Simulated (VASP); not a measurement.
A run of VASP 6.6.1:

The input INCAR:

```
  PREC = Accurate
  ENCUT = 500
  EDIFF = 1E-6
  ISMEAR = 0
  SIGMA = 0.03
  LREAL = False
  LASPH = True
  NELM = 120
  ALGO = Normal
  ISIF = 2
  LWAVE = False
  LCHARG = True
  GGA = PE
  IVDW = 12
  LELF = True
  LVHAR = True
  NBANDS = 20
  GGA_COMPAT = False
```

File KPOINTS:

```
regular mesh
0
Gamma
  12 12 6
```

POSCAR

```
SnSe2
1.0
    4.0531807388      0.0000000000      0.0000000000
   -2.0265903694      3.5101574859      0.0000000000
    0.0000000000      0.0000000000      5.9699299101
Sn Se
1 2
Direct
    0.0000000000      0.0000000000      0.0000000000
    0.3333333333      0.6666666667      0.2651331237
    0.6666666667      0.3333333333      0.7348668763
```

Potentials or basis: VASP PAW PBE potentials, release 64 (Sn_d, Se).

Command:

```console
$ cat potpaw_PBE.64/Sn_d/POTCAR potpaw_PBE.64/Se/POTCAR > POTCAR
$ mpirun -np 1 vasp_std > vasp.out
```

Hardware: 1 thread of Intel Xeon 8259CL (shared host).

Task: Estimate the wall time of this run.

Result: It took 2.2 min on 1 thread of Intel Xeon 8259CL, on a shared host, peak memory 0.31 GiB. Counts: scf iterations 12, k points 100.
